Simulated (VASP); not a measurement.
A run of VASP 6.6.1 is set up as follows.

File INCAR:

```
SYSTEM = MoS2
ALGO     = Normal         ! electronic algorithm
EDIFF    = 1E-7           ! SCF threshold, eV
ENCUT    = 520            ! plane-wave cutoff, eV
ISIF     = 2              ! what is computed and relaxed
ISMEAR   = 0              ! smearing method
LASPH    = .TRUE.         ! aspherical terms in the spheres
LCHARG   = .FALSE.        ! write CHGCAR
LREAL    = .FALSE.        ! projectors in reciprocal space
LWAVE    = .FALSE.        ! write WAVECAR
NBANDS   = 20             ! bands
NELM     = 60             ! most SCF steps
PREC     = Accurate       ! precision mode
SIGMA    = 0.01           ! smearing width, eV
```

The input KPOINTS:

```
k-points
0
G
  12 12 1
  0 0 0
```

The input POSCAR:

```
MoS2
1.0
    3.1822670285      0.0000000000      0.0000000000
   -1.5911335143      2.7559240883      0.0000000000
    0.0000000000      0.0000000000     18.1200000000
S Mo
2 1
Direct
    0.3333333333      0.6666666667      0.4154826586
    0.3333333333      0.6666666667      0.5845173414
    0.6666666667      0.3333333333      0.5000000000
```

Potentials or basis: VASP PAW LDA potentials, release 64 (S, Mo_sv).

Command:

```sh
$ cat potpaw_LDA.64/S/POTCAR potpaw_LDA.64/Mo_sv/POTCAR > POTCAR
$ mpirun -np 1 vasp_std > vasp.out
```

**Question.** What does it give for the largest force?

**Answer.** 0.015 eV/Å.

**Question.** Predict the band gap on the k mesh.

**Answer.** 1.47 eV, indirect (least direct gap 1.63 eV).

Forces on the atoms (eV/Å):
```
S    0.000  0.000 -0.015
S    0.000  0.000  0.015
Mo   0.000  0.000  0.000
```
